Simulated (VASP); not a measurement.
Here is a VASP 6.6.1 calculation.

The input INCAR:

```
  ALGO = Normal
  EDIFF = 1E-6
  ENCUT = 600
  GGA = PE
  GGA_COMPAT = False
  ISIF = 2
  ISMEAR = 0
  ISPIN = 2
  LASPH = True
  LCHARG = False
  LORBIT = 11
  LREAL = False
  LWAVE = False
  MAGMOM = 0 0 0 0 1
  NBANDS = 20
  NELM = 200
  PREC = Accurate
  SIGMA = 0.1
```

The input KPOINTS:

```
k-points
0
Gamma
  6 6 4
```

Contents of POSCAR:

```
Al2B2N
1.0
    2.9805103739      0.0000000000      0.0000000000
   -1.4902551869      2.5811977000      0.0000000000
    0.0000000000      0.0000000000      5.9054802726
Al B N
2 2 1
Direct
    0.3333333333      0.6666666667      0.8043659964
    0.6666666667      0.3333333333      0.1956340036
    0.3333333333      0.6666666667      0.4621872875
    0.6666666667      0.3333333333      0.5378127125
    0.0000000000      0.0000000000      0.0000000000
```

Potentials or basis: VASP PAW PBE potentials, release 64 (Al, B, N).

Run with:

```bash
$ cat potpaw_PBE.64/Al/POTCAR potpaw_PBE.64/B/POTCAR potpaw_PBE.64/N/POTCAR > POTCAR
$ mpirun -np 1 vasp_std > vasp.out
```

(1) Estimate the pressure.

(2) Estimate the net moment.

(3) Estimate the largest force.

Results:

(1) -0.4 GPa.

(2) 0.00 μB per cell.

(3) 0.023 eV/Å.

Caveat: the k points lie up to 0.41 Å⁻¹ apart.
